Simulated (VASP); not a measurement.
Input of a VASP 6.6.1 run:

File POSCAR:

```
ZrB2
1.0
    3.1674729229      0.0000000000      0.0000000000
   -1.5837364615      2.7431120171      0.0000000000
    0.0000000000      0.0000000000      3.5514025452
Zr B
1 2
Direct
    0.0000000000      0.0000000000      0.0000000000
    0.3333333333      0.6666666667      0.5000000000
    0.6666666667      0.3333333333      0.5000000000
```

INCAR.step1

```
PREC     = Accurate       # precision mode
ENCUT    = 600            # plane-wave cutoff, eV
ISMEAR   = -1             # smearing method
SIGMA    = 0.15           # smearing width, eV
LREAL    = False          # projectors in reciprocal space
LASPH    = True           # aspherical terms in the spheres
NELM     = 60             # most SCF steps
GGA      = PE             # functional
ALGO     = Normal         # electronic algorithm
EDIFF    = 1E-4           # SCF threshold, eV
LWAVE    = True           # write WAVECAR
LCHARG   = False          # write CHGCAR
```

File INCAR.step2:

```
PREC     = Accurate       # precision mode
ENCUT    = 600            # plane-wave cutoff, eV
EDIFF    = 1E-6           # SCF threshold, eV
ISMEAR   = -1             # smearing method
SIGMA    = 0.15           # smearing width, eV
LREAL    = False          # projectors in reciprocal space
LASPH    = True           # aspherical terms in the spheres
NELM     = 60             # most SCF steps
ALGO     = Normal         # electronic algorithm
ISIF     = 3              # what is computed and relaxed
LWAVE    = False          # write WAVECAR
LCHARG   = False          # write CHGCAR
METAGGA  = R2SCAN         # meta-GGA
LMIXTAU  = True         
IBRION   = 2              # ionic algorithm
NSW      = 80             # ionic steps
EDIFFG   = -0.001         # ionic threshold
ISTART   = 1
```

KPOINTS

```
regular mesh
0
Gamma
  21 21 16
```

Potentials or basis: VASP PAW PBE potentials, release 64 (Zr_sv, B).

Command:

```bash
$ cat potpaw_PBE.64/Zr_sv/POTCAR potpaw_PBE.64/B/POTCAR > POTCAR
$ cp INCAR.step1 INCAR
$ mpirun -np 1 vasp_std > vasp.out
$ cp INCAR.step2 INCAR
$ mpirun -np 1 vasp_std > vasp.out
```

Q: Estimate the band gap on the k mesh.

A: Zero (bands 9 and 10 overlap by 1.10 eV).

Q: What does it give for the space group after relaxing (to 0.1 Å)?

A: P6/mmm (No. 191).

Final structure:
```
CELL_PARAMETERS angstrom
3.16809 0.00000 0.00000
-1.58404 2.74364 0.00000
0.00000 0.00000 3.55151
ATOMIC_POSITIONS crystal
Zr 0.00000 0.00000 0.00000
B 0.33333 0.66667 0.50000
B 0.66667 0.33333 0.50000
```
